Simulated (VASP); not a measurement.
# Si (Ia-3) in VASP: further runs

The runs below take Si through single point, relaxation of cell and atoms, with r2SCAN.

Everything below comes from runs of VASP 6.6.1. Logs are shortened: lines on timing, memory, paths and dates and some standing lists are left out, and cuts for length are marked.

## 1. The cell of the first run

The structure is cubic, space group Ia-3 (No. 206). The conventional cell has a = 6.648 Å, b = 6.648 Å, c = 6.648 Å, α = 90.00°, β = 90.00°, γ = 90.00°. Si (site symmetry 3) has 4 Si at 2.32 to 2.39 Å within 3.1 Å.

## 2. Single point, r2SCAN

POSCAR reads:

```
Si
1.0
   -3.3239454327      3.3239454327      3.3239454327
    3.3239454327     -3.3239454327      3.3239454327
    3.3239454327      3.3239454327     -3.3239454327
Si
8
Direct
    0.7013456584      0.7013456584      0.7013456584
    0.5000000000      0.0000000000      0.7986543416
    0.0000000000      0.7986543416      0.5000000000
    0.7986543416      0.5000000000      0.0000000000
    0.2986543416      0.2986543416      0.2986543416
    0.5000000000      0.0000000000      0.2013456584
    0.0000000000      0.2013456584      0.5000000000
    0.2013456584      0.5000000000      0.0000000000
```

INCAR.step1 reads:

```
SYSTEM = Si
ALGO = Normal
EDIFF = 1E-4
ENCUT = 520
GGA = PE
ISMEAR = -1
LASPH = .TRUE.
LCHARG = .FALSE.
LREAL = .FALSE.
LWAVE = .TRUE.
NBANDS = 26
NELM = 80
PREC = Accurate
SIGMA = 0.05
```

INCAR.step2 reads:

```
SYSTEM = Si
ALGO = Normal
EDIFF = 1E-6
ENCUT = 520
ISIF = 2
ISMEAR = -1
ISTART = 1
LASPH = .TRUE.
LCHARG = .FALSE.
LMIXTAU = .TRUE.
LREAL = .FALSE.
LWAVE = .FALSE.
METAGGA = R2SCAN
NBANDS = 26
NELM = 80
PREC = Accurate
SIGMA = 0.05
```

KPOINTS reads:

```
k-points
0
G
  6 6 6
  0 0 0
```

Potentials or basis: VASP PAW PBE potentials, release 64 (Si).

Run with:

```bash
> cat potpaw_PBE.64/Si/POTCAR > POTCAR
> cp INCAR.step1 INCAR
> mpirun -np 1 vasp_std > vasp.out
> cp INCAR.step2 INCAR
> mpirun -np 1 vasp_std > vasp.out
```

OUTCAR:

```text
SYSTEM = Si
   EDIFF = 1E-6
   ENCUT = 520
   ISIF = 2
   ISMEAR = -1
   ISTART = 1
   LASPH = .TRUE.
   LREAL = .FALSE.
   METAGGA = R2SCAN
   NELM = 80
   PREC = Accurate

 ion  position               nearest neighbor table
   1  0.701  0.701  0.701-   5 2.32   3 2.39   4 2.39   2 2.39
   2  0.500  0.000  0.799-   6 2.32   3 2.39   1 2.39   4 2.39
   3  0.000  0.799  0.500-   7 2.32   2 2.39   1 2.39   4 2.39
   4  0.799  0.500  0.000-   8 2.32   3 2.39   1 2.39   2 2.39
   5  0.299  0.299  0.299-   1 2.32   6 2.39   7 2.39   8 2.39
   6  0.500  0.000  0.201-   2 2.32   7 2.39   5 2.39   8 2.39
   7  0.000  0.201  0.500-   3 2.32   6 2.39   8 2.39   5 2.39
   8  0.201  0.500  0.000-   4 2.32   5 2.39   6 2.39   7 2.39

  LATTYP: Found a body centered cubic cell.
 ALAT       =     6.6478908654

  Lattice vectors:

 A1 = (  -3.3239454327,   3.3239454327,   3.3239454327)
 A2 = (   3.3239454327,  -3.3239454327,   3.3239454327)
 A3 = (   3.3239454327,   3.3239454327,  -3.3239454327)

Analysis of symmetry for initial positions (statically):
=====================================================================
 Subroutine PRICEL returns:
 Original cell was already a primitive cell.

 Routine SETGRP: Setting up the symmetry group for a
 body centered cubic supercell.

 Subroutine GETGRP returns: Found 24 space group operations
 (whereof  6 operations were pure point group operations)
 out of a pool of 48 trial point group operations.

The static configuration has the point symmetry S_6 .
 The point group associated with its full space group is T_h .

Analysis of symmetry for dynamics (positions and initial velocities):
=====================================================================
 Subroutine PRICEL returns:
 Original cell was already a primitive cell.

 Routine SETGRP: Setting up the symmetry group for a
 body centered cubic supercell.

 Subroutine GETGRP returns: Found 24 space group operations
 (whereof  6 operations were pure point group operations)
 out of a pool of 48 trial point group operations.

The dynamic configuration has the point symmetry S_6 .
 The point group associated with its full space group is T_h .

 Subroutine INISYM returns: Found 24 space group operations
 (whereof  6 operations are pure point group operations),
 and found     1 'primitive' translations
[... 100 lines left out ...]
   EDIFF  = 0.1E-05   stopping-criterion for ELM
   LREAL  =      F    real-space projection
   EDIFFG = 0.1E-04   stopping-criterion for IOM
   NSW    =      0    number of steps for IOM
   IBRION =     -1    ionic relax: 0-MD 1-quasi-New 2-CG
   NFREE  =      0    steps in history (QN), initial steepest desc. (CG)
   ISIF   =      2    stress and relaxation
   ISYM   =      2    0-nonsym 1-usesym 2-fastsym
   POTIM  = 0.5000    time-step for ionic-motion
   TEBEG  =    0.0;   TEEND  =   0.0 temperature during run
   PSTRESS=    0.0 pullay stress
   NELECT =      32.0000    total number of electrons
   NUPDOWN=      -1.0000    fix difference up-down
   EMIN   =  10.00;   EMAX   =-10.00  energy-range for DOS
   EFERMI =   0.00;   METHOD = LEGACY
   ISMEAR =    -1;   SIGMA  =   0.05  broadening in eV -4-tet -1-fermi 0-gaus
   EFERMI_NEDOS =   21; number of points for ismear=-14 and -15
   IALGO  =     38    algorithm
   IMIX   =      4    mixing-type and parameters
     AMIX     =   0.40;   BMIX     =  1.00
     AMIX_MAG =   1.60;   BMIX_MAG =  1.00
  volume/ion in A,a.u.               =      18.36       123.92
  Fermi-wavevector in a.u.,A,eV,Ry     =   0.985033  1.861443 13.201607  0.970291
  Thomas-Fermi vector in A             =   2.116310
   LORBIT       =      0    0 simple, 1 ext, 2 COOP (PROOUT), +10 PAW based schemes
   METAGGA = R2SCAN    functional components
   LHFCALC =     F    Hartree Fock is set to
   AEXX    =    0.0000 exact exchange contribution
   IVDW    =     0    specifies the selected vdW correction
   LEPSILON=     F    determine dielectric tensor
   LRPA    =     F    only Hartree local field effects (RPA)
 non-spin polarized calculation
  energy-cutoff  :      520.00
  volume of cell :      146.90
 maximum number of plane-waves:      3997
 NGX is ok and might be reduce to    48
   NGX = 21   NGY = 21   NGZ = 21

 number of electron      31.9999999 magnetization

 Free energy of the ion-electron system (eV)
  ---------------------------------------------------
  ext. energy  EPLUGINS =         0.00000000
  ---------------------------------------------------
  free energy    TOTEN  =       -68.69373277 eV

  energy without entropy =      -68.69146009  energy(sigma->0) =      -68.69259643

 E-fermi :   7.1311     XC(G=0): -10.3723

 val. band max:        6.8002907133   @ k =   0.5000   0.5000   0.3333
 cond. band min:       7.1330539614   @ k =   0.5000   0.5000   0.5000
 fundamental gap:      0.3327632481
 Fermi energy:         7.1311258754

 k-point     1 :       0.0000    0.0000    0.0000
  band No.  band energies     occupation
      1      -6.2501      2.00000
      2      -1.6800      2.00000
      3      -1.3611      2.00000
      4      -1.3611      2.00000
      5      -1.3611      2.00000
      6       0.3223      2.00000
[... 511 lines left out ...]
     25      11.0378      0.00000
     26      11.0378      0.00000

------------------------ aborting loop because EDIFF is reached ----------------------------------------

  FORCE on cell =-STRESS in cart. coord.  units (eV):
  Direction    XX          YY          ZZ          XY          YZ          ZX
  --------------------------------------------------------------------------------------
  -------------------------------------------------------------------------------------
  Total       -0.2025027     -0.2025027     -0.2025027     -0.0000000      0.0000000      0.0000000
  in kB       -2.2086135     -2.2086135     -2.2086135     -0.0000000      0.0000000      0.0000000
  external PRESSURE =      -2.2086135 kB  Pullay stress =       0.0000000 kB

 VOLUME and BASIS-vectors are now :
 -----------------------------------------------------------------------------
  energy-cutoff  :      520.00
  volume of cell :      146.90
      direct lattice vectors                 reciprocal lattice vectors
    -3.323945433  3.323945433  3.323945433     0.000000000  0.150423649  0.150423649
     3.323945433 -3.323945433  3.323945433     0.150423649  0.000000000  0.150423649
     3.323945433  3.323945433 -3.323945433     0.150423649  0.150423649  0.000000000

 POSITION                                       TOTAL-FORCE (eV/Angst)
 -----------------------------------------------------------------------------------
      2.33123      2.33123      2.33123        -0.002992     -0.002992     -0.002992
      0.99271      4.31666     -0.99271         0.002992      0.002992     -0.002992
      4.31666     -0.99271      0.99271         0.002992     -0.002992      0.002992
     -0.99271      0.99271      4.31666        -0.002992      0.002992      0.002992
      0.99271      0.99271      0.99271         0.002992      0.002992      0.002992
     -0.99271      2.33123      0.99271        -0.002992     -0.002992      0.002992
      2.33123      0.99271     -0.99271        -0.002992      0.002992     -0.002992
      0.99271     -0.99271      2.33123         0.002992     -0.002992     -0.002992
 -----------------------------------------------------------------------------------
    total drift:                               -0.000000      0.000000     -0.000000

  FREE ENERGIE OF THE ION-ELECTRON SYSTEM (eV)
  ---------------------------------------------------
  free  energy   TOTEN  =       -68.6937327691 eV

  energy  without entropy=      -68.6914600934  energy(sigma->0) =      -68.69259643
```

Wall time 7 min (1 thread of Intel Xeon 8259CL, shared host); peak memory 0.36 GiB.

What came out:

- Free energy: -68.6937 eV
- Pressure: -0.2 GPa
- Largest force: 0.005 eV/Å
- Band gap on the k mesh: zero (filled and empty bands touch)

Forces in eV/Å, atoms in the order of the input:
```
Si  -0.003 -0.003 -0.003
Si   0.003  0.003 -0.003
Si   0.003 -0.003  0.003
Si  -0.003  0.003  0.003
Si   0.003  0.003  0.003
Si  -0.003 -0.003  0.003
Si  -0.003  0.003 -0.003
Si   0.003 -0.003 -0.003
```

Levels at points of the mesh, in eV from the Fermi level:
| k point | band 14 | band 15 | band 16 | band 17 | band 18 | band 19 |
| --- | --- | --- | --- | --- | --- | --- |
| (0.00, 0.00, 0.00) | -1.64 | -1.64 | -1.05 | 1.79 | 1.79 | 1.79 |
| (0.50, 0.00, 0.00) | -2.40 | -1.52 | -1.52 | 0.49 | 0.49 | 2.23 |
| (0.50, 0.50, 0.50) | -0.50 | 0.00 | 0.00 | 0.00 | 2.98 | 3.11 |

Caveat: semilocal functionals underestimate gaps, so a narrow gap can read as zero; the PAW data sets were made with another functional, which shifts forces and pressure a little.

## 3. Single point, r2SCAN

This run uses another cell than the first one, of 18.43 Å³/atom.

POSCAR reads:

```
Si
1.0
   -3.3278250000      3.3278250000      3.3278250000
    3.3278250000     -3.3278250000      3.3278250000
    3.3278250000      3.3278250000     -3.3278250000
Si
8
Direct
    0.7031140000      0.7031140000      0.7031140000
    0.5000000000      0.0000000000      0.7968860000
    0.0000000000      0.7968860000      0.5000000000
    0.7968860000      0.5000000000      0.0000000000
    0.2968860000      0.2968860000      0.2968860000
    0.5000000000      0.0000000000      0.2031140000
    0.0000000000      0.2031140000      0.5000000000
    0.2031140000      0.5000000000      0.0000000000
```

INCAR.step1 reads:

```
SYSTEM = Si
  PREC = Accurate
  ENCUT = 520
  ISMEAR = -1
  SIGMA = 0.05
  LREAL = .FALSE.
  LASPH = .TRUE.
  NELM = 80
  NBANDS = 26
  GGA = PE
  ALGO = Normal
  EDIFF = 1E-4
  LWAVE = .TRUE.
  LCHARG = .FALSE.
```

INCAR.step2 reads:

```
SYSTEM = Si
  PREC = Accurate
  ENCUT = 520
  EDIFF = 1E-7
  ISMEAR = -1
  SIGMA = 0.05
  LREAL = .FALSE.
  LASPH = .TRUE.
  NELM = 80
  ALGO = Normal
  ISIF = 2
  LWAVE = .FALSE.
  LCHARG = .FALSE.
  METAGGA = R2SCAN
  LMIXTAU = .TRUE.
  NBANDS = 26
  ISTART = 1
```

KPOINTS reads:

```
regular mesh
0
G
  6 6 6
  0 0 0
```

Potentials or basis: VASP PAW PBE potentials, release 64 (Si).

Run with:

```bash
> cat potpaw_PBE.64/Si/POTCAR > POTCAR
> cp INCAR.step1 INCAR
> mpirun -np 1 vasp_std > vasp.out
> cp INCAR.step2 INCAR
> mpirun -np 1 vasp_std > vasp.out
```

It took 7.9 min on 1 thread of Intel Xeon 8259CL, shared host; peak memory 0.36 GiB.

Results (log left out):

| Quantity | Value |
| --- | --- |
| Free energy | -68.6833 eV |
| Pressure | -1.0 GPa |
| Largest force | 0.199 eV/Å |
| Band gap on the k mesh | zero (filled and empty bands touch) |

Forces on the atoms (eV/Å):
```
Si  -0.115 -0.115 -0.115
Si   0.115  0.115 -0.115
Si   0.115 -0.115  0.115
Si  -0.115  0.115  0.115
Si   0.115  0.115  0.115
Si  -0.115 -0.115  0.115
Si  -0.115  0.115 -0.115
Si   0.115 -0.115 -0.115
```

Levels at points of the mesh, in eV from the Fermi level:
```
           k point  band 13  band 14  band 15  band 16  band 17  band 18  band 19  band 20
(0.00, 0.00, 0.00)    -4.29    -1.65    -1.65    -0.99     1.84     1.84     1.84     3.88
(0.50, 0.00, 0.00)    -2.34    -2.34    -1.49    -1.49     0.48     0.48     2.21     2.21
(0.50, 0.50, 0.50)    -2.81    -0.57     0.05     0.05     0.05     2.97     3.10     3.10
```

Caveat: semilocal functionals underestimate gaps, so a narrow gap can read as zero; the PAW data sets were made with another functional, which shifts forces and pressure a little.

[end of part 1 of 2]
